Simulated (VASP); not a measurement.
V, 1 atom in the cell. Symmetry: Pm-3m, No. 221, cubic system. The conventional cell has a = 2.402 Å, b = 2.402 Å, c = 2.402 Å, α = 90.00°, β = 90.00°, γ = 90.00°. V (site symmetry m-3m) has 6 V at 2.40 Å within 3.2 Å.  This cell differs from its parent crystal: ratio of the length along [111] to the lengths across it x 2.0, volume and fractional coordinates fixed.

* Program: VASP 6.6.1
* Task: single point
* Functional: PBE
* Potentials or basis: VASP PAW PBE potentials, release 64 (V_sv)
* Cutoff: 520 eV
* k mesh: 24 × 24 × 24
* Occupations: gaussian, width 0.15 eV
* Spin: no spin polarisation
* Dipole correction: no
* Further INCAR settings: ALGO = Normal; EDIFF = 1e-07; NBANDS = 12

Potentials or basis: VASP PAW PBE potentials, release 64 (V_sv).

The run is started by

```console
$ cat potpaw_PBE.64/V_sv/POTCAR > POTCAR
$ mpirun -np 1 vasp_std > vasp.out
```

Hardware: 1 thread of Intel Xeon 6975P-C, with other jobs on the host.

Task: How long does it take, and how much memory?

Result: It took 32 s on 1 thread of Intel Xeon 6975P-C, on a shared host, peak memory 0.18 GiB. Counts: scf iterations 11, k points 455.
